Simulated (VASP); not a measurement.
Input of a VASP 6.6.1 run:

Contents of INCAR:

```
SYSTEM = ZrO3
  PREC = Accurate
  ENCUT = 520
  EDIFF = 1E-6
  ISMEAR = 0
  SIGMA = 0.05
  LREAL = .FALSE.
  LASPH = .TRUE.
  NELM = 80
  ALGO = Normal
  ISIF = 2
  LWAVE = .FALSE.
  LCHARG = .FALSE.
  GGA = CA
  NBANDS = 23
```

Contents of KPOINTS:

```
regular mesh
0
G
  6 6 6
  0 0 0
```

POSCAR

```
ZrO3
1.0
    4.0903062192      0.0000000000      0.0000000000
    0.0000000000      4.0903062192      0.0000000000
    0.0000000000      0.0000000000      4.0903062192
Zr O
1 3
Direct
    0.5000000000      0.5000000000      0.5000000000
    0.5000000000      0.5000000000      0.0000000000
    0.5000000000      0.0000000000      0.5000000000
    0.0000000000      0.5000000000      0.5000000000
```

Potentials or basis: VASP PAW LDA potentials, release 64 (Zr_sv, O).

Run with:

```bash
$ cat potpaw_LDA.64/Zr_sv/POTCAR potpaw_LDA.64/O/POTCAR > POTCAR
$ mpirun -np 1 vasp_std > vasp.out
```

(1) Estimate the band gap on the k mesh.

(2) Estimate the pressure.

## Answers

(1) zero (bands 15 and 16 overlap by 0.66 eV).

(2) 0.4 GPa.
